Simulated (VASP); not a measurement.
A run of VASP 6.6.1 is set up as follows.

The input POSCAR:

```
BN
1.0
    2.4951696314     -0.0039984918     -0.0053455003
   -1.2437821295      2.1630701787      0.0060158671
   -0.6321358262     -1.0748709920      4.0488620879
N B
1 1
Direct
    0.6573967833      0.3246224861      0.9934054848
    0.9907522167      0.9912615139     -0.0066004848
```

File INCAR.step1:

```
PREC     = Accurate       # precision mode
ENCUT    = 520            # plane-wave cutoff, eV
EDIFF    = 1E-5           # SCF threshold, eV
ISMEAR   = -1             # smearing method
SIGMA    = 0.05           # smearing width, eV
LREAL    = F              # projectors in reciprocal space
LASPH    = T              # aspherical terms in the spheres
NELM     = 100            # most SCF steps
ALGO     = Normal         # electronic algorithm
ISIF     = 2              # what is computed and relaxed
LWAVE    = T              # write WAVECAR
GGA      = PE             # functional
NBANDS   = 11             # bands
```

Contents of INCAR.step2:

```
PREC     = Accurate       # precision mode
ENCUT    = 520            # plane-wave cutoff, eV
EDIFF    = 1E-6           # SCF threshold, eV
ISMEAR   = -1             # smearing method
SIGMA    = 0.05           # smearing width, eV
LREAL    = F              # projectors in reciprocal space
LASPH    = T              # aspherical terms in the spheres
NELM     = 100            # most SCF steps
ALGO     = Normal         # electronic algorithm
ISIF     = 2              # what is computed and relaxed
LWAVE    = F              # write WAVECAR
LCHARG   = T              # write CHGCAR
GGA      = PE             # functional
LHFCALC  = T              # exact exchange
AEXX     = 0.25           # exact-exchange fraction
PRECFOCK = Normal       
LELF     = T              # ELF
LVHAR    = T            
ISTART   = 1            
NBANDS   = 11             # bands
```

File KPOINTS:

```
Automatic mesh
0
Gamma
  7 7 5
```

Potentials or basis: VASP PAW PBE potentials, release 64 (N, B).

Command:

```bash
$ cat potpaw_PBE.64/N/POTCAR potpaw_PBE.64/B/POTCAR > POTCAR
$ cp INCAR.step1 INCAR
$ mpirun -np 1 vasp_std > vasp.out
$ cp INCAR.step2 INCAR
$ mpirun -np 1 vasp_std > vasp.out
```

Q: Estimate the pressure.

A: 0.2 GPa.

Q: What does it give for the band gap on the k mesh?

A: 6.57 eV (least direct gap 7.44 eV).

Stress tensor (GPa, compression positive):
```
 0.33  0.00  0.00
 0.00  0.33  0.00
 0.00  0.00 -0.17
```

Caveat: the k points lie up to 0.43 Å⁻¹ apart; the PAW data sets were made with another functional, which shifts forces and pressure a little; an odd mesh through Γ misses points on the zone boundary, where band edges can lie.
